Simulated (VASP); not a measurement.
# NaI: single point with r2SCAN

The system is NaI.

```
Na I
1.0
     0.00000    3.54319    3.54319
     3.54319    0.00000    3.54319
     3.54319    3.54319    0.00000
Na I
1 1
Cartesian
  0.0000 0.0000 0.0000
  1.7716 1.7716 1.7716
```

```json
{
  "Program": "VASP 6.6.1",
  "Task": "single point",
  "Functional": "r2SCAN",
  "Potentials or basis": "VASP PAW PBE potentials, release 64 (Na_pv, I)",
  "Cutoff": "520 eV",
  "k mesh": "4 × 4 × 4",
  "Occupations": "methfessel-paxton, width 0.2 eV",
  "Spin": "no spin polarisation",
  "Dipole correction": "no",
  "Further INCAR settings": "ALGO = Normal; EDIFF = 1e-06; NBANDS = 14"
}
```

* Pressure: -0.1 GPa
* Band gap on the k mesh: 4.43 eV

Levels at points of the mesh, in eV from the valence-band top:
| k point | band 5 | band 6 | band 7 | band 8 | band 9 | band 10 |
| --- | --- | --- | --- | --- | --- | --- |
| (0.00, 0.00, 0.00) | 0.00 | 0.00 | 0.00 | 4.43 | 8.57 | 8.57 |
| (0.50, 0.00, 0.00) | -1.22 | -0.13 | -0.13 | 6.10 | 8.19 | 8.24 |
| (0.50, 0.50, 0.00) | -1.12 | -0.40 | -0.40 | 5.57 | 6.85 | 9.84 |

It took 52 s on 1 thread of Intel(R) Xeon(R) Platinum 8259CL CPU @ 2.50GHz (Skylake/Cascade Lake), on a shared host, peak memory 0.25 GiB.

Caveat: the structure was generated, so it needn't be the stable form of NaI; the PAW data sets were made with another functional, which shifts forces and pressure a little; spin-orbit coupling is left out, which moves the levels of the heavy elements.
